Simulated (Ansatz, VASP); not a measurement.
## ZrAl5N6 in VASP and in Ansatz

INCAR

```
SYSTEM = ZrAl5N6
ALGO     = Normal         ! electronic algorithm
EDIFF    = 1E-7           ! SCF threshold, eV
EDIFFG   = -0.01          ! ionic threshold
ENCUT    = 600            ! plane-wave cutoff, eV
GGA      = PE             ! functional
IBRION   = 2              ! ionic algorithm
ISIF     = 3              ! what is computed and relaxed
ISMEAR   = 0              ! smearing method
LASPH    = .True.         ! aspherical terms in the spheres
LCHARG   = .False.        ! write CHGCAR
LREAL    = .False.        ! projectors in reciprocal space
LWAVE    = .False.        ! write WAVECAR
NELM     = 80             ! most SCF steps
NSW      = 100            ! ionic steps
PREC     = Accurate       ! precision mode
SIGMA    = 0.1            ! smearing width, eV
```

The input KPOINTS:

```
k-points
0
Gamma
  12 12 4
  0 0 0
```

Contents of POSCAR:

```
ZrAl5N6
1.0
    2.9146840772      0.0000000000      0.0000000000
   -1.4573420386      2.5241904549      0.0000000000
    0.0000000000      0.0000000000     15.5529301144
Zr Al N
1 5 6
Direct
    0.3333333333      0.6666666667      0.5000000000
    0.3333333333      0.6666666667      0.8369103077
    0.3333333333      0.6666666667      0.1630896923
    0.6666666667      0.3333333333      0.0000000000
    0.6666666667      0.3333333333      0.3261043295
    0.6666666667      0.3333333333      0.6738956705
    0.0000000000      0.0000000000      0.7547140517
    0.0000000000      0.0000000000      0.0818667645
    0.0000000000      0.0000000000      0.4055255967
    0.0000000000      0.0000000000      0.9181332355
    0.0000000000      0.0000000000      0.2452859483
    0.0000000000      0.0000000000      0.5944744033
```

Input for Ansatz:

```yaml
crystal:
  lattice:
    - [2.9146840772, 0.0, 0.0]
    - [-1.4573420386, 2.5241904549, 0.0]
    - [0.0, 0.0, 15.5529301144]
  atoms:
    - { symbol: Zr, position: [0.3333333333, 0.6666666667, 0.5] }
    - { symbol: Al, position: [0.3333333333, 0.6666666667, 0.8369103077] }
    - { symbol: Al, position: [0.3333333333, 0.6666666667, 0.1630896923] }
    - { symbol: Al, position: [0.6666666667, 0.3333333333, 0.0] }
    - { symbol: Al, position: [0.6666666667, 0.3333333333, 0.3261043295] }
    - { symbol: Al, position: [0.6666666667, 0.3333333333, 0.6738956705] }
    - { symbol: "N", position: [0.0, 0.0, 0.7547140517] }
    - { symbol: "N", position: [0.0, 0.0, 0.0818667645] }
    - { symbol: "N", position: [0.0, 0.0, 0.4055255967] }
    - { symbol: "N", position: [0.0, 0.0, 0.9181332355] }
    - { symbol: "N", position: [0.0, 0.0, 0.2452859483] }
    - { symbol: "N", position: [0.0, 0.0, 0.5944744033] }
basis:
  ecutwfc: 420
kpoints:
  mp_grid: { grid: [12, 12, 4] }
hamiltonian:
  xc: pbe
scf:
  occupations: { method: gaussian, width: 0.1 }
output:
  forces: true
  stress: true
  eigenvalues: true
relax:
  adjacent_minimum: "off"
  f_tol: 0.01
  max_steps: 80
  cell: { stress_tol: 0.05 }
```

Alike in both runs: task relaxation of cell and atoms; functional PBE; k mesh 12 × 12 × 4; occupations gaussian, width 0.1 eV; no spin polarisation.

```csv
,VASP,Ansatz
version,VASP 6.6.1,Ansatz 0.2.0
potentials or method,"VASP PAW PBE potentials, release 64 (Zr_sv, Al, N), cutoff 600 eV","scalar-relativistic, plane waves, PAW"
valence electrons in the cell,57,57
```

VASP gave:

* gap on the k mesh at the Fermi level, each at its own relaxed structure (eV): none
* relaxed volume (Å³/atom): 9.51
* relaxed cell length with the largest relative difference (Å): 2.911

Question: Which values does Ansatz return?

Answer: gap on the k mesh at the Fermi level, each at its own relaxed structure (eV): none; relaxed volume (Å³/atom): 9.52; relaxed cell length with the largest relative difference (Å): 2.913.

A gap of «none» marks a metal or a gap that the smearing closes.
